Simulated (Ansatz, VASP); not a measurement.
Cs2Al: VASP beside Ansatz

```
Cs Al
1.0
     5.91197    0.00000    0.00000
     0.00000    5.91197    0.00000
     0.00000    0.00000   10.89260
Cs Al
4 2
Direct
  0.00000 0.00000 0.00000
  0.50000 0.50000 0.00000
  0.50000 0.00000 0.62609
  0.00000 0.50000 0.37391
  0.50000 0.00000 0.24617
  0.00000 0.50000 0.75383
```

Alike in both runs: functional PBE; k mesh 8 × 8 × 4; occupations gaussian, width 0.1 eV; no spin polarisation.

Ansatz relaxed the structure, and its values are those at the end. VASP's run is a single point on that final structure, the one shown.

```csv
,VASP,Ansatz
version,VASP 6.6.1,Ansatz 0.2.0
potentials or method,"VASP PAW PBE potentials, release 64 (Cs_sv, Al), cutoff 520 eV","scalar-relativistic, plane waves, PAW"
valence electrons in the cell,42,42
```

```tsv
	VASP	Ansatz	Ansatz less VASP
gap on the k mesh at the Fermi level (eV)	none	none	-
pressure (GPa)	0.0	0.0	0.00
```

A gap of «none» marks a metal or a gap that the smearing closes. The functional is the same, so the differences come from potentials, cutoffs and numerics.

Spin-orbit coupling is off throughout.
